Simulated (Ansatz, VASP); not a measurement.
# MoS2: VASP beside Ansatz

The input POSCAR:

```
MoS2
1.0
    3.2274600000      0.0000000000      0.0000000000
   -1.6137300000      2.7950700000      0.0000000000
    0.0000000000      0.0000000000      6.3124700000
Mo S
1 2
Direct
    0.0000000000      0.0000000000      0.5000000000
    0.3333333333      0.6666666667      0.2553200000
    0.6666666667      0.3333333333      0.7446800000
```

Contents of INCAR.step1:

```
SYSTEM = MoS2
ALGO = Normal
EDIFF = 1E-4
ENCUT = 520
GGA = PE
ISMEAR = 1
LASPH = .True.
LCHARG = .False.
LREAL = .False.
LWAVE = .True.
NBANDS = 20
NELM = 80
PREC = Accurate
SIGMA = 0.05
```

Contents of INCAR.step2:

```
SYSTEM = MoS2
ALGO = Normal
EDIFF = 1E-7
ENCUT = 520
ISIF = 2
ISMEAR = 1
ISTART = 1
LASPH = .True.
LCHARG = .False.
LMIXTAU = .True.
LREAL = .False.
LWAVE = .False.
METAGGA = R2SCAN
NBANDS = 20
NELM = 80
PREC = Accurate
SIGMA = 0.05
```

KPOINTS

```
k-points
0
Gamma
  10 10 5
  0 0 0
```

Input for Ansatz:

```yaml
crystal:
  lattice:
    - [3.22746, 0.0, 0.0]
    - [-1.61373, 2.79507, 0.0]
    - [0.0, 0.0, 6.31247]
  atoms:
    - { symbol: Mo, position: [0.0, 0.0, 0.5] }
    - { symbol: S, position: [0.3333333333333333, 0.6666666666666666, 0.25532] }
    - { symbol: S, position: [0.6666666666666666, 0.3333333333333333, 0.74468] }
basis:
  ecutwfc: 600.0
kpoints:
  mp_grid:
    grid: [10, 10, 5]
hamiltonian:
  xc: r2scan
scf:
  convergence:
    dr2_threshold: 1.0e-10
  occupations:
    method: methfessel_paxton
    width: 0.05
output:
  stress: true
```

Alike in both runs: task single point; functional r2SCAN; k mesh 10 × 10 × 5; occupations methfessel-paxton of order 1, width 0.05 eV; no spin polarisation.

|  | VASP | Ansatz |
| --- | --- | --- |
| version | VASP 6.6.1 | Ansatz 0.2.0 |
| potentials or method | VASP PAW PBE potentials, release 64 (Mo_sv, S), cutoff 520 eV | plane waves, PAW |
| valence electrons in the cell | 26 | 26 |

|  | VASP | Ansatz | Ansatz less VASP |
| --- | --- | --- | --- |
| pressure (GPa) | 0.1 | 0.0 | -0.04 |
| traceless stress, the component that is largest in VASP (GPa) | 0.61 | 0.62 | +0.018 |

VASP's potentials were made for PBE, not for r2SCAN.
